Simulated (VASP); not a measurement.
BP:

```xyz
2
Lattice="0.0000 2.2840 2.2840 2.2840 0.0000 2.2840 2.2840 2.2840 0.0000" Properties=species:S:1:pos:R:3 pbc="T T T"
P     3.4260    3.4260    3.4260
B     0.0000    0.0000    0.0000
```

Base run:

* Program: VASP 6.6.1
* Functional: BLYP
* Dispersion: D3(BJ)
* Potentials or basis: VASP PAW PBE potentials, release 64 (P, B)
* Cutoff: 520 eV
* k mesh: 10 × 10 × 10
* Occupations: fermi-dirac, width 0.05 eV
* Spin: no spin polarisation

Its results: band gap on the k mesh 1.56 eV, indirect (least direct gap 3.55 eV); pressure -6.5 GPa.

After a change of settings the same cell gave: band gap on the k mesh 1.47 eV, indirect (least direct gap 3.61 eV); pressure -5.9 GPa. Which change was it?
A. functional from BLYP to PBE
B. functional from BLYP to r2SCAN
C. functional from BLYP to RPBE; dispersion from D3(BJ) to none
D. dispersion from D3(BJ) to D4

B.

Caveats: the PAW data sets were made with another functional, which shifts forces and pressure a little.
